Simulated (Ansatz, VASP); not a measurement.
**Si2Mo: VASP beside Ansatz**

The input INCAR:

```
ALGO = Normal ; EDIFF = 1E-7
EDIFFG = -0.002 ; ENCUT = 500
GGA = PS ; GGA_COMPAT = F
IBRION = 2 ; ISIF = 3
ISMEAR = 0 ; LASPH = T
LCHARG = F ; LREAL = F
LWAVE = F ; NELM = 120
NELMIN = 4 ; NSW = 100
PREC = Accurate ; SIGMA = 0.3
```

Contents of KPOINTS:

```
k-points
0
Gamma
  9 9 6
```

POSCAR

```
Si2Mo
1.0
    4.5854715599      0.0000000000      0.0000000000
   -2.2927357800      3.9711348592      0.0000000000
    0.0000000000      0.0000000000      6.5797601000
Si Mo
6 3
Direct
    0.1638729800      0.8361270200      0.8333333300
    0.3277459600      0.1638729800      0.1666666700
    0.8361270200      0.6722540400      0.5000000000
    0.8361270200      0.1638729800      0.8333333300
    0.6722540400      0.8361270200      0.1666666700
    0.1638729800      0.3277459600      0.5000000000
    0.5000000000      0.0000000000      0.5000000000
    0.0000000000      0.5000000000      0.1666666700
    0.5000000000      0.5000000000      0.8333333300
```

Input for Ansatz:

```yaml
crystal:
  lattice:
    - [4.5854715599, 0.0, 0.0]
    - [-2.29273578, 3.9711348592, 0.0]
    - [0.0, 0.0, 6.5797601]
  atoms:
    - { symbol: Si, position: [0.16387298, 0.83612702, 0.83333333] }
    - { symbol: Si, position: [0.32774596, 0.16387298, 0.16666667] }
    - { symbol: Si, position: [0.83612702, 0.67225404, 0.5] }
    - { symbol: Si, position: [0.83612702, 0.16387298, 0.83333333] }
    - { symbol: Si, position: [0.67225404, 0.83612702, 0.16666667] }
    - { symbol: Si, position: [0.16387298, 0.32774596, 0.5] }
    - { symbol: Mo, position: [0.5, 0.0, 0.5] }
    - { symbol: Mo, position: [0.0, 0.5, 0.16666667] }
    - { symbol: Mo, position: [0.5, 0.5, 0.83333333] }
basis:
  ecutwfc: 420
kpoints:
  mp_grid: { grid: [9, 9, 6] }
hamiltonian:
  xc: pbesol
  pseudopotentials: { kind: paw }
scf:
  occupations: { method: gaussian, width: 0.3 }
output:
  forces: true
  stress: true
  eigenvalues: true
relax:
  adjacent_minimum: "off"
  f_tol: 0.002
  max_steps: 80
  cell: { stress_tol: 0.02 }
```

Alike in both runs: task relaxation of cell and atoms; functional PBEsol; k mesh 9 × 9 × 6; occupations gaussian, width 0.3 eV; no spin polarisation.

```csv
,VASP,Ansatz
version,VASP 6.6.1,Ansatz 0.2.0
potentials or method,"VASP PAW PBE potentials, release 64 (Si, Mo_sv), cutoff 500 eV","scalar-relativistic, plane waves, PAW"
valence electrons in the cell,66,66
```

VASP gave:

* gap on the k mesh at the Fermi level, each at its own relaxed structure (eV): 0.17
* relaxed volume (Å³/atom): 13.25
* relaxed cell length with the largest relative difference (Å): 4.578

**Question.** Estimate Ansatz's values.

**Answer.** gap on the k mesh at the Fermi level, each at its own relaxed structure (eV): 0.17; relaxed volume (Å³/atom): 13.22; relaxed cell length with the largest relative difference (Å): 4.575.

VASP's potentials were made for PBE, not for PBEsol.
